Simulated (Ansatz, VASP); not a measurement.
# One calculation of GaN, two programs

The input POSCAR:

```
GaN
1.0
    0.0000000000      2.1086022615      2.1086022615
    2.1086022615      0.0000000000      2.1086022615
    2.1086022615      2.1086022615      0.0000000000
Ga N
1 1
Direct
    0.0000000000      0.0000000000      0.0000000000
    0.5000000000      0.5000000000      0.5000000000
```

The input INCAR.step1:

```
PREC = Accurate
ENCUT = 520
ISMEAR = -1
SIGMA = 0.1
LREAL = F
LASPH = T
NELM = 60
NBANDS = 16
GGA = PE
ALGO = Normal
EDIFF = 1E-4
LWAVE = T
LCHARG = F
```

File INCAR.step2:

```
PREC = Accurate
ENCUT = 520
EDIFF = 1E-6
ISMEAR = -1
SIGMA = 0.1
LREAL = F
LASPH = T
NELM = 60
ALGO = Normal
ISIF = 2
LWAVE = F
LCHARG = T
METAGGA = R2SCAN
LMIXTAU = T
LELF = T
LVHAR = T
NBANDS = 16
ISTART = 1
```

KPOINTS

```
Automatic mesh
0
Gamma
  15 15 15
```

Input for Ansatz:

```yaml
crystal:
  lattice:
    - [0.0, 2.1086022615, 2.1086022615]
    - [2.1086022615, 0.0, 2.1086022615]
    - [2.1086022615, 2.1086022615, 0.0]
  atoms:
    - { symbol: Ga, position: [0.0, 0.0, 0.0] }
    - { symbol: "N", position: [0.5, 0.5, 0.5] }
kpoints:
  mp_grid: { grid: [15, 15, 15] }
  band_path:
    path:
      - [0.0, 0.0, 0.0]
      - [0.5, 0.0, 0.5]
      - [0.625, 0.25, 0.625]
      - [0.375, 0.375, 0.75]
      - [0.0, 0.0, 0.0]
      - [0.5, 0.5, 0.5]
      - [0.5, 0.25, 0.75]
      - [0.5, 0.0, 0.5]
    npoints: 8
scf:
  occupations: { method: fermi_dirac, width: 0.1 }
hamiltonian:
  xc: r2scan
  pseudopotentials: { kind: paw }
output:
  forces: true
  stress: true
  eigenvalues: true
  populations: true
  dos: { projected: true, de: 0.2, e_range: [-14, 8] }
```

Change from the starting cell: volume scaled by 1, PAW files.

Alike in both runs: task single point; functional r2SCAN; k mesh 15 × 15 × 15; occupations fermi-dirac, width 0.1 eV; no spin polarisation.

```csv
,VASP,Ansatz
version,VASP 6.6.1,Ansatz 0.2.0
potentials or method,"VASP PAW PBE potentials, release 64 (Ga_d, N)","PAW with Ansatz's default frozen-core files, scalar-relativistic"
plane-wave cutoff (eV),520,500
valence electrons in the cell,18,18
```

```tsv
	VASP	Ansatz	Ansatz less VASP
pressure (GPa)	1.3	0.0	-1.34
```

VASP's potentials were made for PBE, not for r2SCAN.
